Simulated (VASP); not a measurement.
A run of VASP 6.6.1:

File POSCAR:

```
TiH2
1.0
   -1.5965000000      1.5965000000      2.1335000000
    1.5965000000     -1.5965000000      2.1335000000
    1.5965000000      1.5965000000     -2.1335000000
Ti H
1 2
Direct
    0.0000000000      0.0000000000      0.0000000000
    0.7500000000      0.2500000000      0.5000000000
    0.2500000000      0.7500000000      0.5000000000
```

The input INCAR.step1:

```
SYSTEM = TiH2
PREC     = Accurate       ! precision mode
ENCUT    = 600            ! plane-wave cutoff, eV
ISMEAR   = -1             ! smearing method
SIGMA    = 0.1            ! smearing width, eV
LREAL    = .FALSE.        ! projectors in reciprocal space
LASPH    = .TRUE.         ! aspherical terms in the spheres
NELM     = 60             ! most SCF steps
GGA      = PE             ! functional
ALGO     = Normal         ! electronic algorithm
EDIFF    = 1E-4           ! SCF threshold, eV
LWAVE    = .TRUE.         ! write WAVECAR
LCHARG   = .FALSE.        ! write CHGCAR
```

The input INCAR.step2:

```
SYSTEM = TiH2
PREC     = Accurate       ! precision mode
ENCUT    = 600            ! plane-wave cutoff, eV
EDIFF    = 1E-6           ! SCF threshold, eV
ISMEAR   = -1             ! smearing method
SIGMA    = 0.1            ! smearing width, eV
LREAL    = .FALSE.        ! projectors in reciprocal space
LASPH    = .TRUE.         ! aspherical terms in the spheres
NELM     = 60             ! most SCF steps
ALGO     = Normal         ! electronic algorithm
ISIF     = 3              ! what is computed and relaxed
LWAVE    = .FALSE.        ! write WAVECAR
LCHARG   = .FALSE.        ! write CHGCAR
METAGGA  = R2SCAN         ! meta-GGA
LMIXTAU  = .TRUE.       
IBRION   = 2              ! ionic algorithm
NSW      = 80             ! ionic steps
EDIFFG   = -0.01          ! ionic threshold
ISTART   = 1
```

Contents of KPOINTS:

```
Automatic mesh
0
G
  10 10 10
  0 0 0
```

Potentials or basis: VASP PAW PBE potentials, release 64 (Ti_sv, H).

Launch:

```bash
$ cat potpaw_PBE.64/Ti_sv/POTCAR potpaw_PBE.64/H/POTCAR > POTCAR
$ cp INCAR.step1 INCAR
$ mpirun -np 1 vasp_std > vasp.out
$ cp INCAR.step2 INCAR
$ mpirun -np 1 vasp_std > vasp.out
```

Hardware: 1 thread of Intel Xeon 8259CL (shared host).

Q: How long does it take, and how much memory?

A: Run time: 7.6 min on 1 thread of Intel Xeon 8259CL, with other jobs on the host, peak memory 0.2 GiB. Counts: k points 102, ion steps 2.
